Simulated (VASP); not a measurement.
# GaSb (F-43m) in VASP: single point with PBE+D3(BJ)

Aim: the single point of GaSb with PBE+D3(BJ).

Program: VASP 6.6.1. These are calculated values, not measurements. Logs are shortened: lines on timing, memory, paths and dates and some standing lists are left out, and cuts for length are marked.

## Step 1: The cell of the first run

It takes space group F-43m (No. 216, cubic). Conventional cell: a = 6.130 Å, b = 6.130 Å, c = 6.130 Å, α = 90.00°, β = 90.00°, γ = 90.00°. Within 3.5 Å of Ga (site symmetry -43m) lie 4 Sb at 2.65 Å. Within 3.5 Å of Sb (site symmetry -43m) lie 4 Ga at 2.65 Å.

## Step 2: Single point, PBE+D3(BJ)

Input file INCAR:

```
SYSTEM = GaSb
PREC = Accurate ; ENCUT = 500
EDIFF = 1E-6 ; ISMEAR = 0
SIGMA = 0.1 ; LREAL = .False.
LASPH = .True. ; NELM = 120
ALGO = Normal ; ISIF = 2
LWAVE = .False. ; LCHARG = .False.
GGA = PE ; IVDW = 12
NBANDS = 16 ; GGA_COMPAT = .False.
```

Input file KPOINTS:

```
regular mesh
0
Gamma
  12 12 12
  0 0 0
```

Input file POSCAR:

```
GaSb
1.0
    0.0000000000      3.0648644804      3.0648644804
    3.0648644804      0.0000000000      3.0648644804
    3.0648644804      3.0648644804      0.0000000000
Ga Sb
1 1
Direct
    0.0000000000      0.0000000000      0.0000000000
    0.2500000000      0.2500000000      0.2500000000
```

Potentials or basis: VASP PAW PBE potentials, release 64 (Ga_d, Sb).

Run with:

```bash
cat potpaw_PBE.64/Ga_d/POTCAR potpaw_PBE.64/Sb/POTCAR > POTCAR
mpirun -np 1 vasp_std > vasp.out
```

OUTCAR:

```text
SYSTEM = GaSb
   PREC = Accurate
   ENCUT = 500
   EDIFF = 1E-6
   ISMEAR = 0
   LREAL = .False.
   LASPH = .True.
   NELM = 120
   ISIF = 2
   GGA = PE
   IVDW = 12
 IVDW          = 12

 ion  position               nearest neighbor table
   1  0.000  0.000  0.000-   2 2.65   2 2.65   2 2.65   2 2.65
   2  0.250  0.250  0.250-   1 2.65   1 2.65   1 2.65   1 2.65

  LATTYP: Found a face centered cubic cell.
 ALAT       =     6.1297289608

  Lattice vectors:

 A1 = (   0.0000000000,   3.0648644804,   3.0648644804)
 A2 = (   3.0648644804,   0.0000000000,   3.0648644804)
 A3 = (   3.0648644804,   3.0648644804,   0.0000000000)

Analysis of symmetry for initial positions (statically):
=====================================================================
 Subroutine PRICEL returns:
 Original cell was already a primitive cell.

 Routine SETGRP: Setting up the symmetry group for a
 face centered cubic supercell.

 Subroutine GETGRP returns: Found 24 space group operations
 (whereof 24 operations were pure point group operations)
 out of a pool of 48 trial point group operations.

The static configuration has the point symmetry T_d .

Analysis of symmetry for dynamics (positions and initial velocities):
=====================================================================
 Subroutine PRICEL returns:
 Original cell was already a primitive cell.

 Routine SETGRP: Setting up the symmetry group for a
 face centered cubic supercell.

 Subroutine GETGRP returns: Found 24 space group operations
 (whereof 24 operations were pure point group operations)
 out of a pool of 48 trial point group operations.

The dynamic configuration has the point symmetry T_d .

 Subroutine INISYM returns: Found 24 space group operations
 (whereof 24 operations are pure point group operations),
 and found     1 'primitive' translations

----------------------------------------------------------------------------------------

                                     Primitive cell

  volume of cell :      57.5790

  direct lattice vectors                    reciprocal lattice vectors
     0.000000000  3.064864480  3.064864480    -0.163139350  0.163139350  0.163139350
     3.064864480  0.000000000  3.064864480     0.163139350 -0.163139350  0.163139350
     3.064864480  3.064864480  0.000000000     0.163139350  0.163139350 -0.163139350

  length of vectors
     4.334372915  4.334372915  4.334372915     0.282565643  0.282565643  0.282565643

  position of ions in fractional coordinates (direct lattice)
     0.000000000  0.000000000  0.000000000
     0.250000000  0.250000000  0.250000000

  ion indices of the primitive-cell ions
   primitive index   ion index
                 1           1
                 2           2

----------------------------------------------------------------------------------------

 KPOINTS: regular mesh

Automatic generation of k-mesh.
 Grid dimensions read from file:
 generate k-points for:   12   12   12

 Generating k-lattice:

  Cartesian coordinates                     Fractional coordinates (reciprocal lattice)
    -0.013594946  0.013594946  0.013594946     0.083333333  0.000000000  0.000000000
     0.013594946 -0.013594946  0.013594946     0.000000000  0.083333333  0.000000000
     0.013594946  0.013594946 -0.013594946     0.000000000  0.000000000  0.083333333

  Length of vectors
     0.023547137  0.023547137  0.023547137

  Shift w.r.t. Gamma in fractional coordinates (k-lattice)
     0.000000000  0.000000000  0.000000000

 Subroutine IBZKPT returns following result:
 ===========================================

 Found     72 irreducible k-points:

 Following reciprocal coordinates:
            Coordinates               Weight
  0.000000  0.000000  0.000000      1.000000
  0.083333  0.000000  0.000000      8.000000
  0.166667  0.000000  0.000000      8.000000
  0.250000  0.000000  0.000000      8.000000
  0.333333  0.000000  0.000000      8.000000
  0.416667  0.000000  0.000000      8.000000
[... 16 lines left out ...]
  0.500000  0.166667  0.000000     24.000000
 -0.416667  0.166667  0.000000     24.000000
 [... further k-points ...]
   k-points           NKPTS =     72   k-points in BZ     NKDIM =     72   number of bands    NBANDS=     16
   number of dos      NEDOS =    301   number of ions     NIONS =      2
   total plane-waves  NPLWV =  32768
   dimension x,y,z NGX =    32 NGY =   32 NGZ =   32
   dimension x,y,z NGXF=    64 NGYF=   64 NGZF=   64
   ions per type =               1   1
   NGX,Y,Z   is equivalent  to a cutoff of  12.27, 12.27, 12.27 a.u.
   NGXF,Y,Z  is equivalent  to a cutoff of  24.55, 24.55, 24.55 a.u.
 SYSTEM =  GaSb
   PREC   = accura    normal or accurate (medium, high low for compatibility)
   ISTART =      0    job   : 0-new  1-cont  2-samecut
   ICHARG =      2    charge: 1-file 2-atom 10-const
   ISPIN  =      1    spin polarized calculation?
   LNONCOLLINEAR =      F non collinear calculations
   LSORBIT =      F    spin-orbit coupling
   LASPH  =      T    aspherical Exc in radial PAW
   ENCUT  =  500.0 eV  36.75 Ry    6.06 a.u.   7.90  7.90  7.90*2*pi/ulx,y,z
   NELM   =    120;   NELMIN=  2; NELMDL= -5     # of ELM steps
   EDIFF  = 0.1E-05   stopping-criterion for ELM
   LREAL  =      F    real-space projection
   EDIFFG = 0.1E-04   stopping-criterion for IOM
   NSW    =      0    number of steps for IOM
   IBRION =     -1    ionic relax: 0-MD 1-quasi-New 2-CG
   NFREE  =      0    steps in history (QN), initial steepest desc. (CG)
   ISIF   =      2    stress and relaxation
   ISYM   =      2    0-nonsym 1-usesym 2-fastsym
   POTIM  = 0.5000    time-step for ionic-motion
   TEBEG  =    0.0;   TEEND  =   0.0 temperature during run
   PSTRESS=    0.0 pullay stress
   NELECT =      18.0000    total number of electrons
   NUPDOWN=      -1.0000    fix difference up-down
   EMIN   =  10.00;   EMAX   =-10.00  energy-range for DOS
   EFERMI =   0.00;   METHOD = LEGACY
   ISMEAR =     0;   SIGMA  =   0.10  broadening in eV -4-tet -1-fermi 0-gaus
   EFERMI_NEDOS =   21; number of points for ismear=-14 and -15
   IALGO  =     38    algorithm
   IMIX   =      4    mixing-type and parameters
     AMIX     =   0.40;   BMIX     =  1.00
     AMIX_MAG =   1.60;   BMIX_MAG =  1.00
  volume/ion in A,a.u.               =      28.79       194.28
  Fermi-wavevector in a.u.,A,eV,Ry     =   1.111078  2.099632 16.796303  1.234493
  Thomas-Fermi vector in A             =   2.247637
   LORBIT       =      0    0 simple, 1 ext, 2 COOP (PROOUT), +10 PAW based schemes
   GGA     = PE    functional components
   LHFCALC =     F    Hartree Fock is set to
   AEXX    =    0.0000 exact exchange contribution
   IVDW    =    12    specifies the selected vdW correction
   LEPSILON=     F    determine dielectric tensor
   LRPA    =     F    only Hartree local field effects (RPA)
 non-spin polarized calculation
 Gauss-broadening in eV      SIGMA  =   0.10
  energy-cutoff  :      500.00
  volume of cell :       57.58
 maximum number of plane-waves:      1484
   NGX = 15   NGY = 15   NGZ = 15

 number of electron      17.9999988 magnetization

 Free energy of the ion-electron system (eV)
  ---------------------------------------------------
  ext. energy  EPLUGINS =         0.00000000
  ---------------------------------------------------
  free energy    TOTEN  =        -7.35732405 eV

  energy without entropy =       -7.35719284  energy(sigma->0) =       -7.35725844

 E-fermi :   4.8662     XC(G=0):  -9.0647

 val. band max:        4.8103531928   @ k =   0.0000   0.0000   0.0000
 cond. band min:       5.2023360498   @ k =   0.5000   0.0000   0.0000
 fundamental gap:      0.3919828570
 Fermi energy:         4.8661698627

 k-point     1 :       0.0000    0.0000    0.0000
  band No.  band energies     occupation
      1     -10.2109      2.00000
      2     -10.2109      2.00000
      3     -10.2109      2.00000
      4     -10.1620      2.00000
      5     -10.1620      2.00000
      6      -6.6261      2.00000
[... 8 lines left out ...]
     15      13.3920      0.00000
     16      13.3920      0.00000

 k-point     2 :       0.0833    0.0000    0.0000
  band No.  band energies     occupation
      1     -10.2127      2.00000
      2     -10.2101      2.00000
      3     -10.2101      2.00000
      4     -10.1621      2.00000
      5     -10.1621      2.00000
      6      -6.5551      2.00000
[... 8 lines left out ...]
     15      12.8833      0.00000
     16      12.8833      0.00000

 k-point     3 :       0.1667    0.0000    0.0000
  band No.  band energies     occupation
      1     -10.2178      2.00000
      2     -10.2079      2.00000
      3     -10.2079      2.00000
      4     -10.1623      2.00000
      5     -10.1623      2.00000
      6      -6.3463      2.00000
[... 8 lines left out ...]
     15      12.4121      0.00000
     16      12.4121      0.00000

 k-point     4 :       0.2500    0.0000    0.0000
  band No.  band energies     occupation
      1     -10.2246      2.00000
      2     -10.2051      2.00000
      3     -10.2051      2.00000
      4     -10.1624      2.00000
      5     -10.1624      2.00000
      6      -6.0154      2.00000
[... 8 lines left out ...]
     15      12.3897      0.00000
     16      12.3897      0.00000
[... 324 lines left out ...]
 k-point    22 :       0.4167    0.1667    0.0000
  band No.  band energies     occupation
      1     -10.2385      2.00000
      2     -10.1989      2.00000
      3     -10.1974      2.00000
      4     -10.1657      2.00000
      5     -10.1606      2.00000
      6      -5.2275      2.00000
[... 8 lines left out ...]
     15      13.9708      0.00000
     16      14.6670      0.00000

 k-point    23 :       0.5000    0.1667    0.0000
  band No.  band energies     occupation
      1     -10.2409      2.00000
      2     -10.1982      2.00000
      3     -10.1967      2.00000
      4     -10.1647      2.00000
      5     -10.1611      2.00000
      6      -4.8827      2.00000
[... 8 lines left out ...]
     15      14.5677      0.00000
     16      14.7313      0.00000

 k-point    24 :      -0.4167    0.1667    0.0000
  band No.  band energies     occupation
      1     -10.2407      2.00000
      2     -10.1981      2.00000
      3     -10.1972      2.00000
      4     -10.1636      2.00000
      5     -10.1621      2.00000
      6      -4.8259      2.00000
[... 8 lines left out ...]
     15      13.4860      0.00000
     16      13.9434      0.00000

 [... further k-points ...]

------------------------ aborting loop because EDIFF is reached ----------------------------------------

 Edisp (eV)   -0.66079

 E8    (eV) :    -0.3099

  FORCE on cell =-STRESS in cart. coord.  units (eV):
  Direction    XX          YY          ZZ          XY          YZ          ZX
  --------------------------------------------------------------------------------------
  -------------------------------------------------------------------------------------
  Total       0.01951     0.01951     0.01951     0.00000     0.00000     0.00000
  in kB       0.54299     0.54299     0.54299     0.00000     0.00000     0.00000
  external pressure =        0.54 kB  Pullay stress =        0.00 kB

 VOLUME and BASIS-vectors are now :
 -----------------------------------------------------------------------------
  energy-cutoff  :      500.00
  volume of cell :       57.58
      direct lattice vectors                 reciprocal lattice vectors
     0.000000000  3.064864480  3.064864480    -0.163139350  0.163139350  0.163139350
     3.064864480  0.000000000  3.064864480     0.163139350 -0.163139350  0.163139350
     3.064864480  3.064864480  0.000000000     0.163139350  0.163139350 -0.163139350

 POSITION                                       TOTAL-FORCE (eV/Angst)
 -----------------------------------------------------------------------------------
      0.00000      0.00000      0.00000        -0.000000     -0.000000     -0.000000
      1.53243      1.53243      1.53243         0.000000      0.000000      0.000000
 -----------------------------------------------------------------------------------
    total drift:                                0.000000      0.000000      0.000000

  FREE ENERGIE OF THE ION-ELECTRON SYSTEM (eV)
  ---------------------------------------------------
  free  energy   TOTEN  =        -8.0181123308 eV

  energy  without entropy=       -8.0179811245  energy(sigma->0) =       -8.01804673
```

Run time: 19 s. Hardware: 1 thread of Intel Xeon 6975P-C (Granite Rapids), shared host; peak memory 0.22 GiB.

What came out:

| Item | Value |
| --- | --- |
| Free energy | -8.0181 eV |
| Pressure | 0.1 GPa |
| Band gap on the k mesh | zero (filled and empty bands touch) |
| Dispersion energy per atom | -0.330 eV |

Caveat: semilocal functionals underestimate gaps, so a narrow gap can read as zero; spin-orbit coupling is left out, which moves the levels of the heavy elements.
